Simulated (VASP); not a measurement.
MgCd2S3: single point with PBE

The system is MgCd2S3.

```
Mg Cd S
1.0
     4.76921    0.00000    0.00000
    -2.38461    4.13026    0.00000
     0.00000    0.00000    7.68540
Mg Cd S
1 2 3
Direct
  0.00000 0.00000 0.00000
  0.33333 0.66667 0.25864
  0.66667 0.33333 0.74136
  0.00000 0.00000 0.50000
  0.66667 0.33333 0.35706
  0.33333 0.66667 0.64294
```

The cell was generated, and may not be a known phase.

| Quantity | Value |
| --- | --- |
| Program | VASP 6.6.1 |
| Task | single point |
| Functional | PBE |
| Potentials or basis | VASP PAW PBE potentials, release 64 (Mg, Cd, S) |
| Cutoff | 520 eV |
| k mesh | 6 × 6 × 2 |
| Occupations | gaussian, width 0.1 eV |
| Spin | no spin polarisation |
| Dipole correction | no |
| Further INCAR settings | ALGO = Normal; EDIFF = 1e-06; NBANDS = 31 |

| Quantity | Value |
| --- | --- |
| Pressure | -5.3 GPa |
| Largest force | 1.006 eV/Å |
| Band gap on the k mesh | zero (bands 22 and 23 overlap by 0.52 eV) |

Forces on the atoms (eV/Å):
```
Mg   0.000  0.000  0.000
Cd   0.000  0.000  0.412
Cd   0.000  0.000 -0.412
S    0.000  0.000  0.000
S    0.000  0.000 -1.006
S    0.000  0.000  1.006
```

Stress tensor (GPa, compression positive):
```
-6.15  0.00  0.00
 0.00 -6.15  0.00
 0.00  0.00 -3.46
```

Levels at points of the mesh, in eV from the Fermi level:
| k point | band 18 | band 19 | band 20 | band 21 | band 22 | band 23 | band 24 | band 25 | band 26 | band 27 |
| --- | --- | --- | --- | --- | --- | --- | --- | --- | --- | --- |
| (0.00, 0.00, 0.00) | -2.42 | -2.42 | -1.42 | -1.29 | -0.23 | -0.23 | 1.53 | 2.83 | 4.08 | 4.17 |
| (0.50, 0.00, 0.00) | -2.31 | -1.92 | -1.80 | -0.05 | 0.19 | 0.47 | 0.88 | 1.19 | 3.35 | 3.38 |
| (0.00, 0.00, 0.50) | -2.40 | -2.40 | -1.66 | -0.71 | -0.55 | -0.28 | -0.28 | 3.13 | 3.53 | 3.53 |
| (0.50, 0.00, 0.50) | -2.00 | -1.70 | -1.18 | -0.80 | -0.18 | 0.56 | 0.59 | 1.71 | 2.86 | 3.04 |

Run time: 42 s on 1 thread of AMD EPYC 9R45 96-Core Processor (Zen 5) (shared host), peak memory 0.26 GiB.

Caveat: the k points lie up to 0.41 Å⁻¹ apart, too coarse for converged energies and pressures of a metal; semilocal functionals underestimate gaps, and a narrow one can read as zero; forces of over 1 eV/Å act on the atoms, so gaps and moduli don't describe the material at rest.
